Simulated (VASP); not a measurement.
# CoSi2 (Fm-3m) in VASP: a series of runs

Runs on CoSi2. Level: PBE. Tasks: single point.

All numbers are computed with VASP 6.6.1; they aren't measurements. Logs are shortened: lines on timing, memory, paths and dates and some standing lists are left out, and cuts for length are marked.

## (1) The cell of the first run

Symmetry: Fm-3m, No. 225, cubic system. Conventional cell: a = 5.356 Å, b = 5.356 Å, c = 5.356 Å, α = 90.00°, β = 90.00°, γ = 90.00°. Co (site symmetry m-3m) has 8 Si at 2.32 Å within 3.1 Å. Si (site symmetry -43m) has 4 Co at 2.32 Å and 6 Si at 2.68 Å within 3.1 Å.

## (2) Single point, PBE

INCAR reads:

```
SYSTEM = CoSi2
PREC = Accurate ; ENCUT = 520
EDIFF = 1E-6 ; ISMEAR = 0
SIGMA = 0.05 ; LREAL = .False.
LASPH = .True. ; NELM = 80
ALGO = Normal ; ISIF = 2
LWAVE = .False. ; LCHARG = .False.
GGA = PE ; NBANDS = 16
```

KPOINTS reads:

```
regular mesh
0
Gamma
  12 12 12
  0 0 0
```

POSCAR reads:

```
CoSi2
1.0
    0.0000000000      2.6780000000      2.6780000000
    2.6780000000      0.0000000000      2.6780000000
    2.6780000000      2.6780000000      0.0000000000
Co Si
1 2
Direct
    0.0000000000      0.0000000000      0.0000000000
    0.2500000000      0.2500000000      0.2500000000
    0.7500000000      0.7500000000      0.7500000000
```

Potentials or basis: VASP PAW PBE potentials, release 64 (Co, Si).

On the command line:

```console
cat potpaw_PBE.64/Co/POTCAR potpaw_PBE.64/Si/POTCAR > POTCAR
mpirun -np 1 vasp_std > vasp.out
```

OUTCAR:

```text
SYSTEM = CoSi2
   PREC = Accurate
   ENCUT = 520
   EDIFF = 1E-6
   ISMEAR = 0
   LREAL = .False.
   LASPH = .True.
   NELM = 80
   ISIF = 2
   GGA = PE

 ion  position               nearest neighbor table
   1  0.000  0.000  0.000-   3 2.32   2 2.32   3 2.32   2 2.32   3 2.32   3 2.32   2 2.32   2 2.32

   2  0.250  0.250  0.250-   1 2.32   1 2.32   1 2.32   1 2.32   3 2.68   3 2.68   3 2.68   3 2.68
                             3 2.68   3 2.68
   3  0.750  0.750  0.750-   1 2.32   1 2.32   1 2.32   1 2.32   2 2.68   2 2.68   2 2.68   2 2.68
                             2 2.68   2 2.68

  LATTYP: Found a face centered cubic cell.
 ALAT       =     5.3560000000

  Lattice vectors:

 A1 = (   0.0000000000,   2.6780000000,   2.6780000000)
 A2 = (   2.6780000000,   0.0000000000,   2.6780000000)
 A3 = (   2.6780000000,   2.6780000000,   0.0000000000)

Analysis of symmetry for initial positions (statically):
=====================================================================
 Subroutine PRICEL returns:
 Original cell was already a primitive cell.

 Routine SETGRP: Setting up the symmetry group for a
 face centered cubic supercell.

 Subroutine GETGRP returns: Found 48 space group operations
 (whereof 48 operations were pure point group operations)
 out of a pool of 48 trial point group operations.

The static configuration has the point symmetry O_h .

Analysis of symmetry for dynamics (positions and initial velocities):
=====================================================================
 Subroutine PRICEL returns:
 Original cell was already a primitive cell.

 Routine SETGRP: Setting up the symmetry group for a
 face centered cubic supercell.

 Subroutine GETGRP returns: Found 48 space group operations
 (whereof 48 operations were pure point group operations)
 out of a pool of 48 trial point group operations.

The dynamic configuration has the point symmetry O_h .

 Subroutine INISYM returns: Found 48 space group operations
 (whereof 48 operations are pure point group operations),
 and found     1 'primitive' translations

----------------------------------------------------------------------------------------

                                     Primitive cell

  volume of cell :      38.4115

  direct lattice vectors                    reciprocal lattice vectors
     0.000000000  2.678000000  2.678000000    -0.186706497  0.186706497  0.186706497
     2.678000000  0.000000000  2.678000000     0.186706497 -0.186706497  0.186706497
     2.678000000  2.678000000  0.000000000     0.186706497  0.186706497 -0.186706497

  length of vectors
     3.787263920  3.787263920  3.787263920     0.323385140  0.323385140  0.323385140

  position of ions in fractional coordinates (direct lattice)
     0.000000000  0.000000000  0.000000000
     0.250000000  0.250000000  0.250000000
     0.750000000  0.750000000  0.750000000

  ion indices of the primitive-cell ions
   primitive index   ion index
                 1           1
                 2           2
                 3           3

----------------------------------------------------------------------------------------

 KPOINTS: regular mesh

Automatic generation of k-mesh.
 Grid dimensions read from file:
 generate k-points for:   12   12   12

 Generating k-lattice:

  Cartesian coordinates                     Fractional coordinates (reciprocal lattice)
    -0.015558875  0.015558875  0.015558875     0.083333333  0.000000000  0.000000000
     0.015558875 -0.015558875  0.015558875     0.000000000  0.083333333  0.000000000
     0.015558875  0.015558875 -0.015558875     0.000000000  0.000000000  0.083333333

  Length of vectors
     0.026948762  0.026948762  0.026948762

  Shift w.r.t. Gamma in fractional coordinates (k-lattice)
     0.000000000  0.000000000  0.000000000

 Subroutine IBZKPT returns following result:
 ===========================================

 Found     72 irreducible k-points:

 Following reciprocal coordinates:
            Coordinates               Weight
  0.000000  0.000000  0.000000      1.000000
  0.083333  0.000000  0.000000      8.000000
  0.166667  0.000000  0.000000      8.000000
  0.250000  0.000000  0.000000      8.000000
  0.333333  0.000000  0.000000      8.000000
  0.416667  0.000000  0.000000      8.000000
[... 16 lines left out ...]
  0.500000  0.166667  0.000000     24.000000
 -0.416667  0.166667  0.000000     24.000000
 [... further k-points ...]
   k-points           NKPTS =     72   k-points in BZ     NKDIM =     72   number of bands    NBANDS=     16
   number of dos      NEDOS =    301   number of ions     NIONS =      3
   total plane-waves  NPLWV =  21952
   dimension x,y,z NGX =    28 NGY =   28 NGZ =   28
   dimension x,y,z NGXF=    56 NGYF=   56 NGZF=   56
   ions per type =               1   2
   NGX,Y,Z   is equivalent  to a cutoff of  12.29, 12.29, 12.29 a.u.
   NGXF,Y,Z  is equivalent  to a cutoff of  24.58, 24.58, 24.58 a.u.
 SYSTEM =  CoSi2
   PREC   = accura    normal or accurate (medium, high low for compatibility)
   ISTART =      0    job   : 0-new  1-cont  2-samecut
   ICHARG =      2    charge: 1-file 2-atom 10-const
   ISPIN  =      1    spin polarized calculation?
   LNONCOLLINEAR =      F non collinear calculations
   LSORBIT =      F    spin-orbit coupling
   LASPH  =      T    aspherical Exc in radial PAW
   ENCUT  =  520.0 eV  38.22 Ry    6.18 a.u.   7.04  7.04  7.04*2*pi/ulx,y,z
   NELM   =     80;   NELMIN=  2; NELMDL= -5     # of ELM steps
   EDIFF  = 0.1E-05   stopping-criterion for ELM
   LREAL  =      F    real-space projection
   EDIFFG = 0.1E-04   stopping-criterion for IOM
   NSW    =      0    number of steps for IOM
   IBRION =     -1    ionic relax: 0-MD 1-quasi-New 2-CG
   NFREE  =      0    steps in history (QN), initial steepest desc. (CG)
   ISIF   =      2    stress and relaxation
   ISYM   =      2    0-nonsym 1-usesym 2-fastsym
   POTIM  = 0.5000    time-step for ionic-motion
   TEBEG  =    0.0;   TEEND  =   0.0 temperature during run
   PSTRESS=    0.0 pullay stress
   NELECT =      17.0000    total number of electrons
   NUPDOWN=      -1.0000    fix difference up-down
   EMIN   =  10.00;   EMAX   =-10.00  energy-range for DOS
   EFERMI =   0.00;   METHOD = LEGACY
   ISMEAR =     0;   SIGMA  =   0.05  broadening in eV -4-tet -1-fermi 0-gaus
   EFERMI_NEDOS =   21; number of points for ismear=-14 and -15
   IALGO  =     38    algorithm
   IMIX   =      4    mixing-type and parameters
     AMIX     =   0.40;   BMIX     =  1.00
     AMIX_MAG =   1.60;   BMIX_MAG =  1.00
  volume/ion in A,a.u.               =      12.80        86.40
  Fermi-wavevector in a.u.,A,eV,Ry     =   1.247586  2.357596 21.177078  1.556471
  Thomas-Fermi vector in A             =   2.381712
   LORBIT       =      0    0 simple, 1 ext, 2 COOP (PROOUT), +10 PAW based schemes
   GGA     = PE    functional components
   LHFCALC =     F    Hartree Fock is set to
   AEXX    =    0.0000 exact exchange contribution
   IVDW    =     0    specifies the selected vdW correction
   LEPSILON=     F    determine dielectric tensor
   LRPA    =     F    only Hartree local field effects (RPA)
 non-spin polarized calculation
 Gauss-broadening in eV      SIGMA  =   0.05
  energy-cutoff  :      520.00
  volume of cell :       38.41
 maximum number of plane-waves:      1056
   NGX = 15   NGY = 15   NGZ = 15

 number of electron      16.9999995 magnetization

 Free energy of the ion-electron system (eV)
  ---------------------------------------------------
  ext. energy  EPLUGINS =         0.00000000
  ---------------------------------------------------
  free energy    TOTEN  =       -19.29608746 eV

  energy without entropy =      -19.29462268  energy(sigma->0) =      -19.29535507

 E-fermi :  10.0755     XC(G=0): -11.7465

 val. band max:       10.0572417285   @ k =   0.4167   0.2500   0.0833
 cond. band min:      10.0959253423   @ k =   0.4167   0.0833   0.0000
 fundamental gap:      0.0386836138
 Fermi energy:        10.0755018822

 k-point     1 :       0.0000    0.0000    0.0000
  band No.  band energies     occupation
      1      -3.0320      2.00000
      2       6.0152      2.00000
      3       6.0152      2.00000
      4       6.0152      2.00000
      5       8.1850      2.00000
      6       8.1850      2.00000
[... 8 lines left out ...]
     15      15.7600      0.00000
     16      15.7600      0.00000

 k-point     2 :       0.0833    0.0000    0.0000
  band No.  band energies     occupation
      1      -2.9265      2.00000
      2       5.7523      2.00000
      3       6.0529      2.00000
      4       6.0529      2.00000
      5       8.1533      2.00000
      6       8.1533      2.00000
[... 8 lines left out ...]
     15      15.4302      0.00000
     16      15.5674      0.00000

 k-point     3 :       0.1667    0.0000    0.0000
  band No.  band energies     occupation
      1      -2.6121      2.00000
      2       5.0539      2.00000
      3       6.1565      2.00000
      4       6.1565      2.00000
      5       8.0836      2.00000
      6       8.0836      2.00000
[... 8 lines left out ...]
     15      15.6600      0.00000
     16      16.3992      0.00000

 k-point     4 :       0.2500    0.0000    0.0000
  band No.  band energies     occupation
      1      -2.0949      2.00000
      2       4.0699      2.00000
      3       6.2954      2.00000
      4       6.2954      2.00000
      5       8.0431      2.00000
      6       8.0431      2.00000
[... 8 lines left out ...]
     15      16.7592      0.00000
     16      17.5974      0.00000
[... 324 lines left out ...]
 k-point    22 :       0.4167    0.1667    0.0000
  band No.  band energies     occupation
      1      -0.7583      2.00000
      2       2.7473      2.00000
      3       6.1153      2.00000
      4       6.3389      2.00000
      5       6.9736      2.00000
      6       8.2352      2.00000
[... 8 lines left out ...]
     15      20.6632      0.00000
     16      21.0478      0.00000

 k-point    23 :       0.5000    0.1667    0.0000
  band No.  band energies     occupation
      1       0.1449      2.00000
      2       1.6437      2.00000
      3       5.8715      2.00000
      4       6.4947      2.00000
      5       7.0007      2.00000
      6       8.2261      2.00000
[... 8 lines left out ...]
     15      20.7489      0.00000
     16      21.3026      0.00000

 k-point    24 :      -0.4167    0.1667    0.0000
  band No.  band energies     occupation
      1       0.4552      2.00000
      2       1.2943      2.00000
      3       5.6401      2.00000
      4       6.6617      2.00000
      5       7.1888      2.00000
      6       8.0167      2.00000
[... 8 lines left out ...]
     15      19.3513      0.00000
     16      19.7547      0.00000

 [... further k-points ...]

------------------------ aborting loop because EDIFF is reached ----------------------------------------

  FORCE on cell =-STRESS in cart. coord.  units (eV):
  Direction    XX          YY          ZZ          XY          YZ          ZX
  --------------------------------------------------------------------------------------
  -------------------------------------------------------------------------------------
  Total        0.0318285      0.0318285      0.0318285     -0.0000000      0.0000000     -0.0000000
  in kB        1.3275915      1.3275915      1.3275915     -0.0000000      0.0000000     -0.0000000
  external PRESSURE =       1.3275915 kB  Pullay stress =       0.0000000 kB

 VOLUME and BASIS-vectors are now :
 -----------------------------------------------------------------------------
  energy-cutoff  :      520.00
  volume of cell :       38.41
      direct lattice vectors                 reciprocal lattice vectors
     0.000000000  2.678000000  2.678000000    -0.186706497  0.186706497  0.186706497
     2.678000000  0.000000000  2.678000000     0.186706497 -0.186706497  0.186706497
     2.678000000  2.678000000  0.000000000     0.186706497  0.186706497 -0.186706497

 POSITION                                       TOTAL-FORCE (eV/Angst)
 -----------------------------------------------------------------------------------
      0.00000      0.00000      0.00000        -0.000000      0.000000     -0.000000
      1.33900      1.33900      1.33900        -0.000000     -0.000000     -0.000000
      4.01700      4.01700      4.01700         0.000000      0.000000      0.000000
 -----------------------------------------------------------------------------------
    total drift:                               -0.000000     -0.000000      0.000000

  FREE ENERGIE OF THE ION-ELECTRON SYSTEM (eV)
  ---------------------------------------------------
  free  energy   TOTEN  =       -19.2960874640 eV

  energy  without entropy=      -19.2946226778  energy(sigma->0) =      -19.29535507
```

Run time: 84 s. Hardware: 1 thread of AMD EPYC 7R13, shared host; peak memory 0.15 GiB.

What came out:

| Quantity | Value |
| --- | --- |
| Free energy | -19.2961 eV |
| Pressure | 0.1 GPa |

Levels at points of the mesh, in eV from the Fermi level:
| k point | band 7 | band 8 | band 9 | band 10 | band 11 | band 12 |
| --- | --- | --- | --- | --- | --- | --- |
| (0.00, 0.00, 0.00) | 0.77 | 3.42 | 3.42 | 3.42 | 3.47 | 3.47 |
| (0.50, 0.00, 0.00) | -1.61 | -0.46 | -0.46 | 2.71 | 3.42 | 3.42 |
| (0.50, 0.50, 0.00) | -1.94 | -1.89 | -1.32 | 1.59 | 2.94 | 8.57 |

Spin polarisation is off, so any magnetic state and its effect on volume and gap are missing.

## (3) Single point, PBE

This run uses another cell than the first one, of 12.86 Å³/atom, 1.004 times its volume.

INCAR reads:

```
SYSTEM = CoSi2
ALGO = Normal
EDIFF = 1E-6
ENCUT = 520
GGA = PE
ISIF = 2
ISMEAR = 0
LASPH = .TRUE.
LCHARG = .TRUE.
LELF = .TRUE.
LREAL = .FALSE.
LVHAR = .TRUE.
LWAVE = .FALSE.
NBANDS = 16
NELM = 60
PREC = Accurate
SIGMA = 0.05
```

KPOINTS reads:

```
k-points
0
G
  12 12 12
  0 0 0
```

POSCAR reads:

```
CoSi2
1.0
    0.0000000000      2.6815659163      2.6815659163
    2.6815659163      0.0000000000      2.6815659163
    2.6815659163      2.6815659163      0.0000000000
Co Si
1 2
Direct
    0.0000000000      0.0000000000      0.0000000000
    0.2500000000      0.2500000000      0.2500000000
    0.7500000000      0.7500000000      0.7500000000
```

Potentials or basis: VASP PAW PBE potentials, release 64 (Co, Si).

On the command line:

```console
cat potpaw_PBE.64/Co/POTCAR potpaw_PBE.64/Si/POTCAR > POTCAR
mpirun -np 1 vasp_std > vasp.out
```

Run time: 99 s. Hardware: 1 thread of AMD EPYC 7R13, shared host; peak memory 0.15 GiB.

It converged, with:

```
Free energy : -19.2960 eV
Pressure    : -0.6 GPa
```

Levels at points of the mesh, in eV from the Fermi level:
```tsv
k point	band 7	band 8	band 9	band 10	band 11	band 12
(0.00, 0.00, 0.00)	0.73	3.41	3.41	3.41	3.47	3.47
(0.50, 0.00, 0.00)	-1.60	-0.46	-0.46	2.70	3.41	3.41
(0.50, 0.50, 0.00)	-1.93	-1.88	-1.31	1.57	2.94	8.57
```

Spin polarisation is off, so any magnetic state and its effect on volume and gap are missing.
